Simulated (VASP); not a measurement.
Set up this calculation in VASP 6.6.1, as the native input.

```yaml
Task: single point
Functional: r2SCAN
Potentials_or_basis: VASP PAW PBE potentials, release 64 (Pt, S)
Cutoff: 520 eV
k_mesh: 3 × 3 × 4
Occupations: fermi-dirac, width 0.02 eV
Spin: no spin polarisation
Dipole_correction: no
Further_INCAR_settings: ALGO = Normal; EDIFF = 1e-07; NBANDS = 56
```

Crystal: PtS2.

```xyz
12
Lattice="7.1052 0.0000 0.0000 -3.5526 6.1533 0.0000 0.0000 0.0000 5.1228" Properties=species:S:1:pos:R:3 pbc="T T T"
Pt   -0.0150   -0.0204    0.0303
Pt   -1.7907    3.0758    0.0089
Pt    3.5532    0.0083   -0.0409
Pt    1.7767    3.0823    0.0354
S     0.0257    2.0476    1.2157
S     1.7381    0.9988    3.8889
S    -1.7589    5.1832    1.2026
S     0.0020    4.0688    3.9315
S     3.5476    2.0465    1.2506
S     5.2915    1.0480    3.9053
S     1.7700    5.1336    1.2480
S     3.6113    4.1061    3.8975
```

One way to write it, as run:

POSCAR

```
PtS2
1.0
    7.1052481869      0.0000000000      0.0000000000
   -3.5526240935      6.1533254301      0.0000000000
    0.0000000000      0.0000000000      5.1228306381
Pt S
4 8
Direct
   -0.0037656187     -0.0033073174      0.0059152844
   -0.0020882211      0.4998675976      0.0017324406
    0.5007532759      0.0013452888     -0.0079770351
    0.5005203259      0.5009232869      0.0069170743
    0.1699911366      0.3327616950      0.2373070839
    0.3257854358      0.1623206852      0.7591320648
    0.1736178879      0.8423407894      0.2347497087
    0.3308987210      0.6612333520      0.7674419238
    0.6655860709      0.3325894304      0.2441171861
    0.8298886410      0.1703095362      0.7623381048
    0.6662513110      0.8342807573      0.2436092637
    0.8419030407      0.6672969026      0.7608164851
```

INCAR.step1

```
SYSTEM = PtS2
ALGO = Normal
EDIFF = 1E-4
ENCUT = 520
GGA = PE
ISMEAR = -1
LASPH = .True.
LCHARG = .False.
LREAL = .False.
LWAVE = .True.
NBANDS = 56
NELM = 80
PREC = Accurate
SIGMA = 0.02
```

INCAR.step2

```
SYSTEM = PtS2
ALGO = Normal
EDIFF = 1E-7
ENCUT = 520
ISIF = 2
ISMEAR = -1
ISTART = 1
LASPH = .True.
LCHARG = .True.
LELF = .True.
LMIXTAU = .True.
LREAL = .False.
LVHAR = .True.
LWAVE = .False.
METAGGA = R2SCAN
NBANDS = 56
NELM = 80
PREC = Accurate
SIGMA = 0.02
```

KPOINTS

```
k-points
0
Gamma
  3 3 4
  0 0 0
```

Potentials or basis: VASP PAW PBE potentials, release 64 (Pt, S).

Launch:

```console
$ cat potpaw_PBE.64/Pt/POTCAR potpaw_PBE.64/S/POTCAR > POTCAR
$ cp INCAR.step1 INCAR
$ mpirun -np 1 vasp_std > vasp.out
$ cp INCAR.step2 INCAR
$ mpirun -np 1 vasp_std > vasp.out
```

Results of the run:

* Pressure: 1.6 GPa
* Largest force: 0.901 eV/Å
* Band gap on the k mesh: 0.95 eV

Caveat: the PAW data sets were made with another functional, which shifts forces and pressure a little; spin-orbit coupling is left out, which moves the levels of the heavy elements.

It took 13 min on 1 thread of Intel(R) Xeon(R) Platinum 8559C (Emerald Rapids), with other jobs on the host, peak memory 0.44 GiB.
